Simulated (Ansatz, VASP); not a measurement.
Ga7As8Pd: VASP beside Ansatz

```
Pd Ga As
1.0
     0.00000    5.65370    5.65370
     5.65370    0.00000    5.65370
     5.65370    5.65370    0.00000
Pd Ga As
1 7 8
Direct
  0.00000 0.00000 0.00000
  0.00051 0.00051 0.49949
  0.00051 0.49949 0.00051
  0.00051 0.49949 0.49949
  0.49949 0.00051 0.00051
  0.49949 0.00051 0.49949
  0.49949 0.49949 0.00051
  0.50000 0.50000 0.50000
  0.12320 0.12320 0.12320
  0.12320 0.12320 0.63039
  0.12320 0.63039 0.12320
  0.12474 0.62509 0.62509
  0.63039 0.12320 0.12320
  0.62509 0.12474 0.62509
  0.62509 0.62509 0.12474
  0.62509 0.62509 0.62509
```

Alike in both runs: task single point; functional PBEsol; k mesh 3 × 3 × 3; occupations gaussian, width 0.05 eV; collinear spin.

|  | VASP | Ansatz |
| --- | --- | --- |
| version | VASP 6.6.1 | Ansatz 0.2.0 |
| potentials or method | VASP PAW PBE potentials, release 64 (Pd, Ga_d, As), cutoff 520 eV | scalar-relativistic, plane waves, PAW |
| valence electrons in the cell | 141 | 229 |

```tsv
	VASP	Ansatz	Ansatz less VASP
gap on the k mesh at the Fermi level (eV)	none	none	-
pressure (GPa)	-0.1	-0.3	-0.17
rms of the force components (eV/Å)	0.024	0.024	+0.0003
```

VASP's potentials were made for PBE, not for PBEsol. Atom by atom the forces differ by 0.002 eV/Å (rms over components). A gap of «none» marks a metal or a gap that the smearing closes. The functional is the same, so the differences come from potentials, cutoffs and numerics. VASP's potentials hold 141 valence electrons a cell and Ansatz's 229, so a difference there can come from the potentials and not from the codes. Ansatz's warnings: seeded moment not kept, specified occupation not kept, symmetry narrowed by occupation matrices.
